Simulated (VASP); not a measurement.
Write the native input for VASP 6.6.1 that does the following.

```yaml
Task: single point
Functional: PBE
Potentials_or_basis: VASP PAW PBE potentials, release 64 (Na_pv, I)
Cutoff: 500 eV
k_mesh: 4 × 4 × 4
Occupations: gaussian, width 0.01 eV
Spin: no spin polarisation
Dipole_correction: no
Further_INCAR_settings: ALGO = Normal; EDIFF = 1e-06; NBANDS = 14
```

The structure of NaI lies in POSCAR:

```
NaI
1.0
    0.0000000000      3.2296804382      3.2296804382
    3.2296804382      0.0000000000      3.2296804382
    3.2296804382      3.2296804382      0.0000000000
Na I
1 1
Direct
    0.0000000000      0.0000000000      0.0000000000
    0.5000000000      0.5000000000      0.5000000000
```

The input as run:

INCAR

```
PREC     = Accurate       # precision mode
ENCUT    = 500            # plane-wave cutoff, eV
EDIFF    = 1E-6           # SCF threshold, eV
ISMEAR   = 0              # smearing method
SIGMA    = 0.01           # smearing width, eV
LREAL    = F              # projectors in reciprocal space
LASPH    = T              # aspherical terms in the spheres
NELM     = 120            # most SCF steps
ALGO     = Normal         # electronic algorithm
ISIF     = 2              # what is computed and relaxed
LWAVE    = F              # write WAVECAR
LCHARG   = F              # write CHGCAR
GGA      = PE             # functional
NBANDS   = 14             # bands
GGA_COMPAT= F
```

KPOINTS

```
Automatic mesh
0
Gamma
  4 4 4
```

Potentials or basis: VASP PAW PBE potentials, release 64 (Na_pv, I).

The run is started by

```console
$ cat potpaw_PBE.64/Na_pv/POTCAR potpaw_PBE.64/I/POTCAR > POTCAR
$ mpirun -np 1 vasp_std > vasp.out
```

It gave:

The pressure is 0.6 GPa. The band gap on the k mesh is 3.66 eV, direct.

Caveat: the k points lie up to 0.42 Å⁻¹ apart; spin-orbit coupling is left out, which moves the levels of the heavy elements.

Wall time 4.1 s on 1 thread of Intel(R) Xeon(R) 6975P-C (Granite Rapids), on a shared host, peak memory 0.2 GiB.
